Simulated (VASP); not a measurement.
Wanted: the native input for a VASP 6.6.1 run.

* Task: single point
* Functional: PBEsol
* Potentials or basis: VASP PAW PBE potentials, release 64 (Ru_pv)
* Cutoff: 520 eV
* k mesh: 14 × 14 × 8
* Occupations: fermi-dirac, width 0.03 eV
* Spin: no spin polarisation
* Dipole correction: no
* Further INCAR settings: ALGO = Normal; EDIFF = 1e-06; NBANDS = 21

The structure of Ru lies in POSCAR:

```
Ru
1.0
    2.7325911690      0.0000000000      0.0000000000
   -1.3662955845      2.3664933706      0.0000000000
    0.0000000000      0.0000000000      4.3242978068
Ru
2
Direct
    0.3333333333      0.6666666667      0.2500000000
    0.6666666667      0.3333333333      0.7500000000
```

This cell differs from its parent crystal: volume scaled by 1.03.

These files were run (other wordings do the same):

INCAR

```
SYSTEM = Ru
ALGO = Normal
EDIFF = 1E-6
ENCUT = 520
GGA = PS
ISIF = 2
ISMEAR = -1
LASPH = .True.
LCHARG = .False.
LREAL = .False.
LWAVE = .False.
NBANDS = 21
NELM = 100
PREC = Accurate
SIGMA = 0.03
```

KPOINTS

```
k-points
0
Gamma
  14 14 8
  0 0 0
```

Potentials or basis: VASP PAW PBE potentials, release 64 (Ru_pv).

Command:

```console
$ cat potpaw_PBE.64/Ru_pv/POTCAR > POTCAR
$ mpirun -np 1 vasp_std > vasp.out
```

It gave:

* Pressure: -15.0 GPa
* Band gap on the k mesh: zero (band 14 reaches 13.72 eV, above the bottom of band 15 at 10.72 eV)

Caveat: the PAW data sets were made with another functional, which shifts forces and pressure a little.

It took 22 s on 1 thread of AMD EPYC 9R45 96-Core Processor (Zen 5) (shared host), peak memory 0.14 GiB.
